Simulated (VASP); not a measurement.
Al, 4 atoms in the cell. The cell holds a slab with vacuum, 4 atoms: a = 2.933 Å, b = 2.933 Å, c = 29.577 Å, α = 90.00°, β = 90.00°, γ = 120.00°. 

* Program: VASP 6.6.1
* Task: single point
* Functional: r2SCAN
* Dispersion: rVV10
* Potentials or basis: VASP PAW PBE potentials, release 64 (Al)
* Cutoff: 440 eV
* k mesh: 15 × 15 × 1
* Occupations: methfessel-paxton, width 0.1 eV
* Spin: no spin polarisation
* Dipole correction: yes
* Further INCAR settings: ALGO = Normal; EDIFF = 1e-06; NBANDS = 14

Potentials or basis: VASP PAW PBE potentials, release 64 (Al).

Command:

```bash
$ cat potpaw_PBE.64/Al/POTCAR > POTCAR
$ cp INCAR.step1 INCAR
$ mpirun -np 1 vasp_std > vasp.out
$ cp INCAR.step2 INCAR
$ mpirun -np 1 vasp_std > vasp.out
```

Hardware: 1 thread of Intel(R) Xeon(R) Platinum 8488C (Sapphire Rapids) (shared host).

Q: How long does it take, and how much memory?

A: Wall time 4.5 min on 1 thread of Intel(R) Xeon(R) Platinum 8488C (Sapphire Rapids), on a shared host, peak memory 0.61 GiB. Counts: k points 27.
